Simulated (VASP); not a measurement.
# Al2Au (Fm-3m) in VASP: a series of runs

Aim: see how the results for Al2Au move with the level of theory and the settings. Levels: LDA, r2SCAN. Tasks: single point.

Everything below comes from runs of VASP 6.6.1. Logs are shortened: lines on timing, memory, paths and dates and some standing lists are left out, and cuts for length are marked.

## 1. The cell of the first run

The structure is cubic, space group Fm-3m (No. 225). The conventional cell has a = 5.960 Å, b = 5.960 Å, c = 5.960 Å, α = 90.00°, β = 90.00°, γ = 90.00°. Within 3.4 Å of Au (site symmetry m-3m) lie 8 Al at 2.58 Å. Within 3.4 Å of Al (site symmetry -43m) lie 4 Au at 2.58 Å and 6 Al at 2.98 Å.

## 2. Single point, LDA

File INCAR:

```
SYSTEM = Al2Au
PREC = Accurate ; ENCUT = 520
EDIFF = 1E-7 ; ISMEAR = -1
SIGMA = 0.05 ; LREAL = .FALSE.
LASPH = .TRUE. ; NELM = 100
ALGO = Normal ; ISIF = 2
LWAVE = .FALSE. ; LCHARG = .TRUE.
GGA = CA ; LELF = .TRUE.
LVHAR = .TRUE. ; NBANDS = 16
```

File KPOINTS:

```
Automatic mesh
0
G
  8 8 8
  0 0 0
```

File POSCAR:

```
Al2Au
1.0
    0.0000000000      2.9798651651      2.9798651651
    2.9798651651      0.0000000000      2.9798651651
    2.9798651651      2.9798651651      0.0000000000
Au Al
1 2
Direct
    0.0000000000      0.0000000000      0.0000000000
    0.7500000000      0.7500000000      0.7500000000
    0.2500000000      0.2500000000      0.2500000000
```

Potentials or basis: VASP PAW LDA potentials, release 64 (Au, Al).

Started as:

```console
$ cat potpaw_LDA.64/Au/POTCAR potpaw_LDA.64/Al/POTCAR > POTCAR
$ mpirun -np 1 vasp_std > vasp.out
```

OUTCAR:

```text
SYSTEM = Al2Au
   PREC = Accurate
   ENCUT = 520
   EDIFF = 1E-7
   ISMEAR = -1
   LREAL = .FALSE.
   LASPH = .TRUE.
   NELM = 100
   ISIF = 2
   GGA = CA

 ion  position               nearest neighbor table
   1  0.000  0.000  0.000-   2 2.58   3 2.58   2 2.58   2 2.58   2 2.58   3 2.58   3 2.58   3 2.58

   2  0.750  0.750  0.750-   1 2.58   1 2.58   1 2.58   1 2.58   3 2.98   3 2.98   3 2.98   3 2.98
                             3 2.98   3 2.98
   3  0.250  0.250  0.250-   1 2.58   1 2.58   1 2.58   1 2.58   2 2.98   2 2.98   2 2.98   2 2.98
                             2 2.98   2 2.98

  LATTYP: Found a face centered cubic cell.
 ALAT       =     5.9597303302

  Lattice vectors:

 A1 = (   0.0000000000,   2.9798651651,   2.9798651651)
 A2 = (   2.9798651651,   0.0000000000,   2.9798651651)
 A3 = (   2.9798651651,   2.9798651651,   0.0000000000)

Analysis of symmetry for initial positions (statically):
=====================================================================
 Subroutine PRICEL returns:
 Original cell was already a primitive cell.

 Routine SETGRP: Setting up the symmetry group for a
 face centered cubic supercell.

 Subroutine GETGRP returns: Found 48 space group operations
 (whereof 48 operations were pure point group operations)
 out of a pool of 48 trial point group operations.

The static configuration has the point symmetry O_h .

Analysis of symmetry for dynamics (positions and initial velocities):
=====================================================================
 Subroutine PRICEL returns:
 Original cell was already a primitive cell.

 Routine SETGRP: Setting up the symmetry group for a
 face centered cubic supercell.

 Subroutine GETGRP returns: Found 48 space group operations
 (whereof 48 operations were pure point group operations)
 out of a pool of 48 trial point group operations.

The dynamic configuration has the point symmetry O_h .

 Subroutine INISYM returns: Found 48 space group operations
 (whereof 48 operations are pure point group operations),
 and found     1 'primitive' translations

----------------------------------------------------------------------------------------

                                     Primitive cell

  volume of cell :      52.9200

  direct lattice vectors                    reciprocal lattice vectors
     0.000000000  2.979865165  2.979865165    -0.167792827  0.167792827  0.167792827
     2.979865165  0.000000000  2.979865165     0.167792827 -0.167792827  0.167792827
     2.979865165  2.979865165  0.000000000     0.167792827  0.167792827 -0.167792827

  length of vectors
     4.214165731  4.214165731  4.214165731     0.290625701  0.290625701  0.290625701

  position of ions in fractional coordinates (direct lattice)
     0.000000000  0.000000000  0.000000000
     0.750000000  0.750000000  0.750000000
     0.250000000  0.250000000  0.250000000

  ion indices of the primitive-cell ions
   primitive index   ion index
                 1           1
                 2           2
                 3           3

----------------------------------------------------------------------------------------

 KPOINTS: Automatic mesh

Automatic generation of k-mesh.
 Grid dimensions read from file:
 generate k-points for:    8    8    8

 Generating k-lattice:

  Cartesian coordinates                     Fractional coordinates (reciprocal lattice)
    -0.020974103  0.020974103  0.020974103     0.125000000  0.000000000  0.000000000
     0.020974103 -0.020974103  0.020974103     0.000000000  0.125000000  0.000000000
     0.020974103  0.020974103 -0.020974103     0.000000000  0.000000000  0.125000000

  Length of vectors
     0.036328213  0.036328213  0.036328213

  Shift w.r.t. Gamma in fractional coordinates (k-lattice)
     0.000000000  0.000000000  0.000000000

 Subroutine IBZKPT returns following result:
 ===========================================

 Found     29 irreducible k-points:

 Following reciprocal coordinates:
            Coordinates               Weight
  0.000000  0.000000  0.000000      1.000000
  0.125000  0.000000  0.000000      8.000000
  0.250000  0.000000  0.000000      8.000000
  0.375000  0.000000  0.000000      8.000000
  0.500000  0.000000  0.000000      4.000000
  0.125000  0.125000  0.000000      6.000000
[... 16 lines left out ...]
  0.500000  0.250000  0.125000     48.000000
 -0.375000  0.250000  0.125000     24.000000
 [... further k-points ...]
   k-points           NKPTS =     29   k-points in BZ     NKDIM =     29   number of bands    NBANDS=     16
   number of dos      NEDOS =    301   number of ions     NIONS =      3
   total plane-waves  NPLWV =  32768
   dimension x,y,z NGX =    32 NGY =   32 NGZ =   32
   dimension x,y,z NGXF=    64 NGYF=   64 NGZF=   64
   ions per type =               1   2
   NGX,Y,Z   is equivalent  to a cutoff of  12.62, 12.62, 12.62 a.u.
   NGXF,Y,Z  is equivalent  to a cutoff of  25.25, 25.25, 25.25 a.u.
 SYSTEM =  Al2Au
   PREC   = accura    normal or accurate (medium, high low for compatibility)
   ISTART =      0    job   : 0-new  1-cont  2-samecut
   ICHARG =      2    charge: 1-file 2-atom 10-const
   ISPIN  =      1    spin polarized calculation?
   LNONCOLLINEAR =      F non collinear calculations
   LSORBIT =      F    spin-orbit coupling
   LASPH  =      T    aspherical Exc in radial PAW
   ENCUT  =  520.0 eV  38.22 Ry    6.18 a.u.   7.84  7.84  7.84*2*pi/ulx,y,z
   NELM   =    100;   NELMIN=  2; NELMDL= -5     # of ELM steps
   EDIFF  = 0.1E-06   stopping-criterion for ELM
   LREAL  =      F    real-space projection
   EDIFFG = 0.1E-05   stopping-criterion for IOM
   NSW    =      0    number of steps for IOM
   IBRION =     -1    ionic relax: 0-MD 1-quasi-New 2-CG
   NFREE  =      0    steps in history (QN), initial steepest desc. (CG)
   ISIF   =      2    stress and relaxation
   ISYM   =      2    0-nonsym 1-usesym 2-fastsym
   POTIM  = 0.5000    time-step for ionic-motion
   TEBEG  =    0.0;   TEEND  =   0.0 temperature during run
   PSTRESS=    0.0 pullay stress
   NELECT =      17.0000    total number of electrons
   NUPDOWN=      -1.0000    fix difference up-down
   EMIN   =  10.00;   EMAX   =-10.00  energy-range for DOS
   EFERMI =   0.00;   METHOD = LEGACY
   ISMEAR =    -1;   SIGMA  =   0.05  broadening in eV -4-tet -1-fermi 0-gaus
   EFERMI_NEDOS =   21; number of points for ismear=-14 and -15
   IALGO  =     38    algorithm
   IMIX   =      4    mixing-type and parameters
     AMIX     =   0.40;   BMIX     =  1.00
     AMIX_MAG =   1.60;   BMIX_MAG =  1.00
  volume/ion in A,a.u.               =      17.64       119.04
  Fermi-wavevector in a.u.,A,eV,Ry     =   1.121204  2.118768 17.103853  1.257098
  Thomas-Fermi vector in A             =   2.257856
   LORBIT       =      0    0 simple, 1 ext, 2 COOP (PROOUT), +10 PAW based schemes
   GGA     = CA    functional components
   LHFCALC =     F    Hartree Fock is set to
   AEXX    =    0.0000 exact exchange contribution
   IVDW    =     0    specifies the selected vdW correction
   LEPSILON=     F    determine dielectric tensor
   LRPA    =     F    only Hartree local field effects (RPA)
 non-spin polarized calculation
  energy-cutoff  :      520.00
  volume of cell :       52.92
 maximum number of plane-waves:      1458
   NGX = 15   NGY = 15   NGZ = 15

 number of electron      17.0000000 magnetization

 Free energy of the ion-electron system (eV)
  ---------------------------------------------------
  ext. energy  EPLUGINS =         0.00000000
  ---------------------------------------------------
  free energy    TOTEN  =       -14.30113095 eV

  energy without entropy =      -14.29288096  energy(sigma->0) =      -14.29700596

 E-fermi :   7.8355     XC(G=0): -10.8039

 val. band max:        7.8292817850   @ k =  -0.1250   0.1250   0.0000
 cond. band min:       7.8616713739   @ k =   0.3750   0.1250   0.0000
 fundamental gap:      0.0323895889
 Fermi energy:         7.8355130763

 k-point     1 :       0.0000    0.0000    0.0000
  band No.  band energies     occupation
      1      -2.8612      2.00000
      2       1.0897      2.00000
      3       1.0897      2.00000
      4       1.0897      2.00000
      5       2.0773      2.00000
      6       2.0773      2.00000
[... 8 lines left out ...]
     15      13.5876      0.00000
     16      13.5876      0.00000

 k-point     2 :       0.1250    0.0000    0.0000
  band No.  band energies     occupation
      1      -2.6541      2.00000
      2       1.0249      2.00000
      3       1.1410      2.00000
      4       1.1410      2.00000
      5       2.0673      2.00000
      6       2.0673      2.00000
[... 8 lines left out ...]
     15      13.2112      0.00000
     16      13.2690      0.00000

 k-point     3 :       0.2500    0.0000    0.0000
  band No.  band energies     occupation
      1      -2.0633      2.00000
      2       0.9025      2.00000
      3       1.2493      2.00000
      4       1.2493      2.00000
      5       2.0747      2.00000
      6       2.0747      2.00000
[... 8 lines left out ...]
     15      14.2110      0.00000
     16      14.3625      0.00000

 k-point     4 :       0.3750    0.0000    0.0000
  band No.  band energies     occupation
      1      -1.2530      2.00000
      2       0.9307      2.00000
      3       1.3212      2.00000
      4       1.3212      2.00000
      5       2.1459      2.00000
      6       2.1459      2.00000
[... 8 lines left out ...]
     15      15.7585      0.00000
     16      15.9505      0.00000
[... 324 lines left out ...]
 k-point    22 :       0.3750    0.2500    0.1250
  band No.  band energies     occupation
      1      -1.5307      2.00000
      2       0.7292      2.00000
      3       1.3696      2.00000
      4       1.4278      2.00000
      5       1.9051      2.00000
      6       2.2220      2.00000
[... 8 lines left out ...]
     15      15.3062      0.00000
     16      16.7535      0.00000

 k-point    23 :       0.5000    0.2500    0.1250
  band No.  band energies     occupation
      1      -0.7179      2.00000
      2       0.7001      2.00000
      3       1.3871      2.00000
      4       1.5475      2.00000
      5       2.0446      2.00000
      6       2.2139      2.00000
[... 8 lines left out ...]
     15      16.4192      0.00000
     16      17.3969      0.00000

 k-point    24 :      -0.3750    0.2500    0.1250
  band No.  band energies     occupation
      1      -0.2681      2.00000
      2       0.8448      2.00000
      3       1.4608      2.00000
      4       1.5765      2.00000
      5       2.0071      2.00000
      6       2.2704      2.00000
[... 8 lines left out ...]
     15      15.5528      0.00000
     16      18.0271      0.00000

 [... further k-points ...]
[... 5 lines left out ...]
  --------------------------------------------------------------------------------------
  -------------------------------------------------------------------------------------
  Total       -0.0436169     -0.0436169     -0.0436169     -0.0000000      0.0000000      0.0000000
  in kB       -1.3205211     -1.3205211     -1.3205211     -0.0000000      0.0000000      0.0000000
  external PRESSURE =      -1.3205211 kB  Pullay stress =       0.0000000 kB

 VOLUME and BASIS-vectors are now :
 -----------------------------------------------------------------------------
  energy-cutoff  :      520.00
  volume of cell :       52.92
      direct lattice vectors                 reciprocal lattice vectors
     0.000000000  2.979865165  2.979865165    -0.167792827  0.167792827  0.167792827
     2.979865165  0.000000000  2.979865165     0.167792827 -0.167792827  0.167792827
     2.979865165  2.979865165  0.000000000     0.167792827  0.167792827 -0.167792827

 POSITION                                       TOTAL-FORCE (eV/Angst)
 -----------------------------------------------------------------------------------
      0.00000      0.00000      0.00000        -0.000000     -0.000000     -0.000000
      4.46980      4.46980      4.46980         0.000000      0.000000      0.000000
      1.48993      1.48993      1.48993         0.000000     -0.000000      0.000000
 -----------------------------------------------------------------------------------
    total drift:                                0.000000     -0.000000      0.000000

  FREE ENERGIE OF THE ION-ELECTRON SYSTEM (eV)
  ---------------------------------------------------
  free  energy   TOTEN  =       -14.3011309545 eV

  energy  without entropy=      -14.2928809577  energy(sigma->0) =      -14.29700596
```

It took 8.1 s on 1 thread of Intel Xeon 6975P-C (Granite Rapids), shared host; peak memory 0.16 GiB.

What came out:

- Free energy: -14.3011 eV
- Pressure: -0.1 GPa

Caveat: spin-orbit coupling is left out, which moves the levels of the heavy elements.

(Part 1 of 3 ends here.)
